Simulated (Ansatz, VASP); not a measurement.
Two plane-wave programs on Be3Te4

```
Be Te
1.0
     0.00000    4.30259    4.30259
     4.30259    0.00000    4.30259
     4.30259    4.30259    0.00000
Be Te
3 4
Direct
  0.00000 0.00000 0.00000
  0.25000 0.25000 0.25000
  0.75000 0.75000 0.75000
  0.87801 0.87801 0.87801
  0.87801 0.87801 0.36596
  0.87801 0.36596 0.87801
  0.36596 0.87801 0.87801
```

Alike in both runs: task relaxation of cell and atoms; functional PBE; k mesh 3 × 3 × 3; occupations gaussian, width 0.2 eV; no spin polarisation.

|  | VASP | Ansatz |
| --- | --- | --- |
| version | VASP 6.6.1 | Ansatz 0.2.0 |
| potentials or method | VASP PAW PBE potentials, release 64 (Be, Te), cutoff 600 eV | scalar-relativistic, plane waves, PAW |
| valence electrons in the cell | 30 | 70 |

|  | VASP | Ansatz | Ansatz less VASP |
| --- | --- | --- | --- |
| gap on the k mesh at the Fermi level, each at its own relaxed structure (eV) | none | none | - |
| relaxed volume (Å³/atom) | 44.76 | 44.10 | -0.667 |
| relaxed cell length with the largest relative difference (Å) | 7.624 | 7.586 | -0.0381 |

A gap of «none» marks a metal or a gap that the smearing closes. VASP's potentials hold 30 valence electrons a cell and Ansatz's 70, so a difference there can come from the potentials and not from the codes.

The k mesh is coarse, so the values compare programs but aren't converged. Neither program's run includes spin-orbit coupling. Noted on VASP's run: the volume moved by over 15 % at a fixed basis, so the end points are rough.
